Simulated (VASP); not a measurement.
# ZrPdSe4 (I4/mmm) in VASP: further runs

ZrPdSe4 is run at these levels: PBE; tasks: single point.

Everything below comes from runs of VASP 6.6.1. Logs are shortened: lines on timing, memory, paths and dates and some standing lists are left out, and cuts for length are marked.

**1. The cell of the first run**

Symmetry: I4/mmm, No. 139, tetragonal system. Conventional cell: a = 7.726 Å, b = 7.726 Å, c = 5.141 Å, α = 90.00°, β = 90.00°, γ = 90.00°. Zr (site symmetry 4/mmm) has 2 Pd at 2.57 Å and 8 Se at 3.52 Å within 3.6 Å. Pd (site symmetry 4/mmm) has 4 Se at 2.41 Å and 2 Zr at 2.57 Å within 3.2 Å. Within 3.6 Å of Se (site symmetry m2m) lie 1 Pd at 2.41 Å and 7 Se at 2.90 to 3.41 Å and 2 Zr at 3.52 Å.

The cell was generated, and may not be a known phase.

**2. Single point, PBE**

The input, INCAR:

```
SYSTEM = ZrPdSe4
ALGO = Normal ; EDIFF = 1E-6
ENCUT = 520 ; GGA = PE
ISIF = 2 ; ISMEAR = 0
LASPH = .TRUE. ; LCHARG = .FALSE.
LREAL = .FALSE. ; LWAVE = .FALSE.
NBANDS = 32 ; NELM = 60
PREC = Accurate ; SIGMA = 0.1
```

The input, KPOINTS:

```
k-points
0
G
  4 4 4
  0 0 0
```

The input, POSCAR:

```
ZrPdSe4
1.0
   -3.8627800887      3.8627800887      2.5704214502
    3.8627800887     -3.8627800887      2.5704214502
    3.8627800887      3.8627800887     -2.5704214502
Zr Pd Se
1 1 4
Direct
    0.0000000000      0.0000000000      0.0000000000
    0.5000000000      0.5000000000      0.0000000000
    0.5000000000      0.8121679124      0.3121679124
    0.5000000000      0.1878320876      0.6878320876
    0.8121679124      0.5000000000      0.3121679124
    0.1878320876      0.5000000000      0.6878320876
```

Potentials or basis: VASP PAW PBE potentials, release 64 (Zr_sv, Pd, Se).

Started as:

```sh
> cat potpaw_PBE.64/Zr_sv/POTCAR potpaw_PBE.64/Pd/POTCAR potpaw_PBE.64/Se/POTCAR > POTCAR
> mpirun -np 1 vasp_std > vasp.out
```

OUTCAR:

```text
SYSTEM = ZrPdSe4
   EDIFF = 1E-6
   ENCUT = 520
   GGA = PE
   ISIF = 2
   ISMEAR = 0
   LASPH = .TRUE.
   LREAL = .FALSE.
   NELM = 60
   PREC = Accurate

 ion  position               nearest neighbor table
   1  0.000  0.000  0.000-   2 2.57   2 2.57
   2  0.500  0.500  0.000-   3 2.41   4 2.41   5 2.41   6 2.41   1 2.57   1 2.57
   3  0.500  0.812  0.312-   2 2.41
   4  0.500  0.188  0.688-   2 2.41
   5  0.812  0.500  0.312-   2 2.41
   6  0.188  0.500  0.688-   2 2.41

  LATTYP: Found a body centered tetragonal cell.
 ALAT       =     7.7255601774
 C/A-ratio  =     0.6654330278

  Lattice vectors:

 A1 = (  -3.8627800887,   3.8627800887,   2.5704214502)
 A2 = (   3.8627800887,  -3.8627800887,   2.5704214502)
 A3 = (   3.8627800887,   3.8627800887,  -2.5704214502)

Analysis of symmetry for initial positions (statically):
=====================================================================
 Subroutine PRICEL returns:
 Original cell was already a primitive cell.

 Routine SETGRP: Setting up the symmetry group for a
 body centered tetragonal supercell.

 Subroutine GETGRP returns: Found 16 space group operations
 (whereof 16 operations were pure point group operations)
 out of a pool of 16 trial point group operations.

The static configuration has the point symmetry D_4h.

Analysis of symmetry for dynamics (positions and initial velocities):
=====================================================================
 Subroutine PRICEL returns:
 Original cell was already a primitive cell.

 Routine SETGRP: Setting up the symmetry group for a
 body centered tetragonal supercell.

 Subroutine GETGRP returns: Found 16 space group operations
 (whereof 16 operations were pure point group operations)
 out of a pool of 16 trial point group operations.

The dynamic configuration has the point symmetry D_4h.

 Subroutine INISYM returns: Found 16 space group operations
 (whereof 16 operations are pure point group operations),
 and found     1 'primitive' translations

----------------------------------------------------------------------------------------

                                     Primitive cell

  volume of cell :     153.4138

  direct lattice vectors                    reciprocal lattice vectors
    -3.862780089  3.862780089  2.570421450     0.000000000  0.129440452  0.194520630
     3.862780089 -3.862780089  2.570421450     0.129440452  0.000000000  0.194520630
     3.862780089  3.862780089 -2.570421450     0.129440452  0.129440452  0.000000000

  length of vectors
     6.037317820  6.037317820  6.037317820     0.233651677  0.233651677  0.183056442

  position of ions in fractional coordinates (direct lattice)
     0.000000000  0.000000000  0.000000000
     0.500000000  0.500000000  0.000000000
     0.500000000  0.812167912  0.312167912
     0.500000000  0.187832088  0.687832088
     0.812167912  0.500000000  0.312167912
     0.187832088  0.500000000  0.687832088

  ion indices of the primitive-cell ions
   primitive index   ion index
                 1           1
                 2           2
                 3           3
                 4           4
                 5           5
                 6           6

----------------------------------------------------------------------------------------

 KPOINTS: k-points

Automatic generation of k-mesh.
 Grid dimensions read from file:
 generate k-points for:    4    4    4

 Generating k-lattice:

  Cartesian coordinates                     Fractional coordinates (reciprocal lattice)
     0.000000000  0.032360113  0.048630158     0.250000000 -0.000000000  0.000000000
     0.032360113  0.000000000  0.048630158    -0.000000000  0.250000000  0.000000000
     0.032360113  0.032360113  0.000000000     0.000000000  0.000000000  0.250000000

  Length of vectors
     0.058412919  0.058412919  0.045764111

  Shift w.r.t. Gamma in fractional coordinates (k-lattice)
     0.000000000  0.000000000  0.000000000

 Subroutine IBZKPT returns following result:
 ===========================================

 Found     13 irreducible k-points:

 Following reciprocal coordinates:
            Coordinates               Weight
  0.000000  0.000000  0.000000      1.000000
  0.250000  0.000000  0.000000      8.000000
  0.500000  0.000000  0.000000      4.000000
  0.250000  0.250000  0.000000      8.000000
  0.500000  0.250000  0.000000     16.000000
 -0.250000  0.250000  0.000000      4.000000
  0.500000  0.500000  0.000000      2.000000
  0.250000  0.250000  0.250000      2.000000
 -0.250000  0.250000  0.250000      4.000000
  0.500000  0.500000  0.250000      4.000000
 -0.250000  0.500000  0.250000      8.000000
 -0.250000 -0.250000  0.250000      2.000000
  0.500000  0.500000  0.500000      1.000000
   k-points           NKPTS =     13   k-points in BZ     NKDIM =     13   number of bands    NBANDS=     32
   number of dos      NEDOS =    301   number of ions     NIONS =      6
   total plane-waves  NPLWV = 110592
   dimension x,y,z NGX =    48 NGY =   48 NGZ =   48
   dimension x,y,z NGXF=    96 NGYF=   96 NGZF=   96
   ions per type =               1   1   4
   NGX,Y,Z   is equivalent  to a cutoff of  13.22, 13.22, 13.22 a.u.
   NGXF,Y,Z  is equivalent  to a cutoff of  26.43, 26.43, 26.43 a.u.
 SYSTEM =  ZrPdSe4
   PREC   = accura    normal or accurate (medium, high low for compatibility)
   ISTART =      0    job   : 0-new  1-cont  2-samecut
   ICHARG =      2    charge: 1-file 2-atom 10-const
   ISPIN  =      1    spin polarized calculation?
   LNONCOLLINEAR =      F non collinear calculations
   LSORBIT =      F    spin-orbit coupling
   LASPH  =      T    aspherical Exc in radial PAW
   ENCUT  =  520.0 eV  38.22 Ry    6.18 a.u.  11.23 11.23 11.23*2*pi/ulx,y,z
   NELM   =     60;   NELMIN=  2; NELMDL= -5     # of ELM steps
   EDIFF  = 0.1E-05   stopping-criterion for ELM
   LREAL  =      F    real-space projection
   EDIFFG = 0.1E-04   stopping-criterion for IOM
   NSW    =      0    number of steps for IOM
   IBRION =     -1    ionic relax: 0-MD 1-quasi-New 2-CG
   NFREE  =      0    steps in history (QN), initial steepest desc. (CG)
   ISIF   =      2    stress and relaxation
   ISYM   =      2    0-nonsym 1-usesym 2-fastsym
   POTIM  = 0.5000    time-step for ionic-motion
   TEBEG  =    0.0;   TEEND  =   0.0 temperature during run
   PSTRESS=    0.0 pullay stress
   NELECT =      46.0000    total number of electrons
   NUPDOWN=      -1.0000    fix difference up-down
   EMIN   =  10.00;   EMAX   =-10.00  energy-range for DOS
   EFERMI =   0.00;   METHOD = LEGACY
   ISMEAR =     0;   SIGMA  =   0.10  broadening in eV -4-tet -1-fermi 0-gaus
   EFERMI_NEDOS =   21; number of points for ismear=-14 and -15
   IALGO  =     38    algorithm
   IMIX   =      4    mixing-type and parameters
     AMIX     =   0.40;   BMIX     =  1.00
     AMIX_MAG =   1.60;   BMIX_MAG =  1.00
  volume/ion in A,a.u.               =      25.57       172.55
  Fermi-wavevector in a.u.,A,eV,Ry     =   1.095736  2.070641 16.335669  1.200638
  Thomas-Fermi vector in A             =   2.232065
   LORBIT       =      0    0 simple, 1 ext, 2 COOP (PROOUT), +10 PAW based schemes
   GGA     = PE    functional components
   LHFCALC =     F    Hartree Fock is set to
   AEXX    =    0.0000 exact exchange contribution
   IVDW    =     0    specifies the selected vdW correction
   LEPSILON=     F    determine dielectric tensor
   LRPA    =     F    only Hartree local field effects (RPA)
 non-spin polarized calculation
 Gauss-broadening in eV      SIGMA  =   0.10
  energy-cutoff  :      520.00
  volume of cell :      153.41
 maximum number of plane-waves:      4190
 NGX is ok and might be reduce to    48
   NGX = 23   NGY = 23   NGZ = 23

 number of electron      45.9999996 magnetization

 Free energy of the ion-electron system (eV)
  ---------------------------------------------------
  ext. energy  EPLUGINS =         0.00000000
  ---------------------------------------------------
  free energy    TOTEN  =       -25.42209652 eV

  energy without entropy =      -25.39234126  energy(sigma->0) =      -25.40721889

 E-fermi :   4.4505     XC(G=0):  -9.5932

 val. band max:        4.4414260560   @ k =  -0.2500   0.5000   0.2500
 cond. band min:       4.4592676954   @ k =  -0.2500  -0.2500   0.2500
 fundamental gap:      0.0178416394
 Fermi energy:         4.4505250609

 k-point     1 :       0.0000    0.0000    0.0000
  band No.  band energies     occupation
      1     -46.5853      2.00000
      2     -24.5645      2.00000
      3     -24.5645      2.00000
      4     -24.4437      2.00000
      5      -9.7572      2.00000
      6      -7.7190      2.00000
[... 24 lines left out ...]
     31       7.2614      0.00000
     32       9.3785      0.00000

 k-point     2 :       0.2500    0.0000    0.0000
  band No.  band energies     occupation
      1     -46.5836      2.00000
      2     -24.5652      2.00000
      3     -24.5652      2.00000
      4     -24.4704      2.00000
      5      -9.4874      2.00000
      6      -8.0154      2.00000
[... 24 lines left out ...]
     31       7.5881      0.00000
     32       9.1388      0.00000

 k-point     3 :       0.5000    0.0000    0.0000
  band No.  band energies     occupation
      1     -46.5820      2.00000
      2     -24.5659      2.00000
      3     -24.5659      2.00000
      4     -24.4969      2.00000
      5      -8.9386      2.00000
      6      -8.6121      2.00000
[... 24 lines left out ...]
     31       6.6109      0.00000
     32       8.7372      0.00000

 k-point     4 :       0.2500    0.2500    0.0000
  band No.  band energies     occupation
      1     -46.5820      2.00000
      2     -24.5659      2.00000
      3     -24.5659      2.00000
      4     -24.4969      2.00000
      5      -8.9581      2.00000
      6      -8.5618      2.00000
[... 269 lines left out ...]
     31       6.2921      0.00000
     32       9.3792      0.00000

 k-point    12 :      -0.2500   -0.2500    0.2500
  band No.  band energies     occupation
      1     -46.5820      2.00000
      2     -24.5659      2.00000
      3     -24.5659      2.00000
      4     -24.4969      2.00000
      5      -9.1135      2.00000
      6      -8.5071      2.00000
[... 24 lines left out ...]
     31       6.0704      0.00000
     32       9.2506      0.00000

 k-point    13 :       0.5000    0.5000    0.5000
  band No.  band energies     occupation
      1     -46.5853      2.00000
      2     -24.5647      2.00000
      3     -24.5647      2.00000
      4     -24.4438      2.00000
      5      -9.1696      2.00000
      6      -8.4058      2.00000
[... 24 lines left out ...]
     31       7.7406      0.00000
     32       7.8964      0.00000

------------------------ aborting loop because EDIFF is reached ----------------------------------------

  FORCE on cell =-STRESS in cart. coord.  units (eV):
  Direction    XX          YY          ZZ          XY          YZ          ZX
  --------------------------------------------------------------------------------------
  -------------------------------------------------------------------------------------
  Total        0.0687908      0.0687908     -0.1856662      0.0000000     -0.0000000      0.0000000
  in kB        0.7184170      0.7184170     -1.9390061      0.0000000     -0.0000000      0.0000000
  external PRESSURE =      -0.1673907 kB  Pullay stress =       0.0000000 kB

 VOLUME and BASIS-vectors are now :
 -----------------------------------------------------------------------------
  energy-cutoff  :      520.00
  volume of cell :      153.41
      direct lattice vectors                 reciprocal lattice vectors
    -3.862780089  3.862780089  2.570421450     0.000000000  0.129440452  0.194520630
     3.862780089 -3.862780089  2.570421450     0.129440452  0.000000000  0.194520630
     3.862780089  3.862780089 -2.570421450     0.129440452  0.129440452  0.000000000

 POSITION                                       TOTAL-FORCE (eV/Angst)
 -----------------------------------------------------------------------------------
      0.00000      0.00000      0.00000         0.000000      0.000000      0.000000
      0.00000      0.00000      2.57042         0.000000      0.000000     -0.000000
      2.41167      0.00000      2.57042         0.003180      0.000000      0.000000
      1.45111      3.86278      0.00000        -0.003180      0.000000      0.000000
      0.00000      2.41167      2.57042         0.000000      0.003180      0.000000
      3.86278      1.45111      0.00000        -0.000000     -0.003180      0.000000
 -----------------------------------------------------------------------------------
    total drift:                                0.000000     -0.000000     -0.000000

  FREE ENERGIE OF THE ION-ELECTRON SYSTEM (eV)
  ---------------------------------------------------
  free  energy   TOTEN  =       -25.4220965202 eV

  energy  without entropy=      -25.3923412647  energy(sigma->0) =      -25.40721889
```

Run time: 77 s. Hardware: 1 thread of Intel Xeon Platinum 8488C (Sapphire Rapids), shared host; peak memory 0.34 GiB.

Results:

- Free energy: -25.4221 eV
- Pressure: 0.0 GPa
- Largest force: 0.003 eV/Å
- Band gap on the k mesh: zero (bands 23 and 24 overlap by 0.34 eV)

Forces on the atoms (eV/Å):
```
Zr   0.000  0.000  0.000
Pd   0.000  0.000  0.000
Se   0.003  0.000  0.000
Se  -0.003  0.000  0.000
Se   0.000  0.003  0.000
Se   0.000 -0.003  0.000
```

Levels at points of the mesh, in eV from the Fermi level:
```
           k point  band 19  band 20  band 21  band 22  band 23  band 24  band 25  band 26  band 27  band 28
(0.00, 0.00, 0.00)    -1.13    -1.13    -1.03    -0.47    -0.29    -0.29     0.16     0.76     1.12     1.12
(0.50, 0.00, 0.00)    -1.88    -1.16    -0.89    -0.87    -0.74     0.35     0.40     0.47     0.82     1.00
(0.50, 0.50, 0.00)    -2.17    -1.99    -1.29    -1.19    -0.06     0.22     0.37     0.57     1.19     1.22
(0.50, 0.50, 0.50)    -0.86    -0.82    -0.75    -0.75    -0.34    -0.02     0.27     0.32     0.45     0.52
```

Caveat: the k points lie up to 0.37 Å⁻¹ apart.

**3. Single point, PBE**

This run uses another cell than the first one, of 27.97 Å³/atom.

The input, INCAR:

```
SYSTEM = ZrPdSe4
  PREC = Accurate
  ENCUT = 520
  EDIFF = 1E-6
  ISMEAR = 0
  SIGMA = 0.1
  LREAL = .False.
  LASPH = .True.
  NELM = 60
  ALGO = Normal
  ISIF = 2
  LWAVE = .False.
  LCHARG = .True.
  GGA = PE
  LELF = .True.
  LVHAR = .True.
  NBANDS = 32
```

The input, KPOINTS:

```
Automatic mesh
0
Gamma
  4 4 4
  0 0 0
```

The input, POSCAR:

```
ZrPdSe4
1.0
   -3.5363331200      3.5363331200      3.3551752100
    3.5363331200     -3.5363331200      3.3551752100
    3.5363331200      3.5363331200     -3.3551752100
Zr Pd Se
1 1 4
Direct
    0.0000000000      0.0000000000      0.0000000000
    0.5000000000      0.5000000000      0.0000000000
    0.5000000000      0.8134157200      0.3134157200
    0.5000000000      0.1865842800      0.6865842800
    0.8134157200      0.5000000000      0.3134157200
    0.1865842800      0.5000000000      0.6865842800
```

Potentials or basis: VASP PAW PBE potentials, release 64 (Zr_sv, Pd, Se).

Started as:

```sh
> cat potpaw_PBE.64/Zr_sv/POTCAR potpaw_PBE.64/Pd/POTCAR potpaw_PBE.64/Se/POTCAR > POTCAR
> mpirun -np 1 vasp_std > vasp.out
```

Wall time 82 s (1 thread of Intel Xeon Platinum 8488C (Sapphire Rapids), shared host); peak memory 0.36 GiB.

Results (log left out):

```yaml
Free_energy: -22.9119 eV
Pressure: 3.9 GPa
Largest_force: 2.917 eV/Å
Band_gap_on_the_k_mesh: zero (bands 23 and 24 overlap by 0.41 eV)
```

Forces in eV/Å, atoms in the order of the input:
```
Zr   0.000  0.000  0.000
Pd   0.000  0.000  0.000
Se   2.917  0.000  0.000
Se  -2.917  0.000  0.000
Se   0.000  2.917  0.000
Se   0.000 -2.917  0.000
```

Stress tensor (GPa, compression positive):
```
 9.74  0.00  0.00
 0.00  9.74  0.00
 0.00  0.00 -7.92
```

Levels at points of the mesh, in eV from the Fermi level:
| k point | band 20 | band 21 | band 22 | band 23 | band 24 | band 25 | band 26 | band 27 |
| --- | --- | --- | --- | --- | --- | --- | --- | --- |
| (0.00, 0.00, 0.00) | -0.68 | -0.68 | 0.07 | 0.09 | 0.41 | 0.41 | 0.88 | 0.88 |
| (0.50, 0.00, 0.00) | -1.24 | -1.03 | -0.15 | -0.03 | 0.18 | 0.27 | 0.34 | 0.40 |
| (0.50, 0.50, 0.00) | -1.73 | -1.23 | -0.70 | -0.48 | 0.13 | 0.16 | 0.35 | 0.49 |
| (0.50, 0.50, 0.50) | -0.16 | -0.16 | 0.19 | 0.26 | 0.49 | 0.49 | 0.62 | 0.66 |

Caveat: the stress differs along the axes, from -8 to 10 GPa; forces of over 1 eV/Å act on the atoms, so gaps and moduli don't describe the material at rest.
